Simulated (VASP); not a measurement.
Runs of VASP 6.6.1 on Zn4SO3. The structure is that of space group P-4m2 (No. 115), or close to it. The cells are those of the table. 

```tsv
task	cell	k mesh for the DOS	occupations for the DOS	gap on the mesh (eV)	pressure (GPa)	largest force (eV/Å)
single point	a = 3.436, b = 3.436, c = 9.189 Å, 8 atoms	-	-	0.21	4.1	0.03
single point	a = 3.459, b = 3.459, c = 9.351 Å, 8 atoms	-	-	0.12	(a)	0.04
single point	a = 3.420, b = 3.420, c = 8.993 Å, 8 atoms	-	-	0.33	8.2	0.04
single point	a = 3.486, b = 3.486, c = 9.482 Å, 8 atoms	-	-	(b)	-2.5	0.03
single point	a = 3.516, b = 3.516, c = 9.594 Å, 8 atoms	-	-	0.02	-5.1	0.03
```

Alike in all rows: level PBE; potentials or basis VASP PAW PBE potentials, release 64 (Zn, S, O); no spin polarisation; k mesh 10 × 10 × 4; cutoff (eV) 520; smearing gaussian 0.01 eV.

**Question.** Estimate the missing entries.

**Answer.** (a) 0.5; (b) 0.07.

A k mesh can miss the band edges.
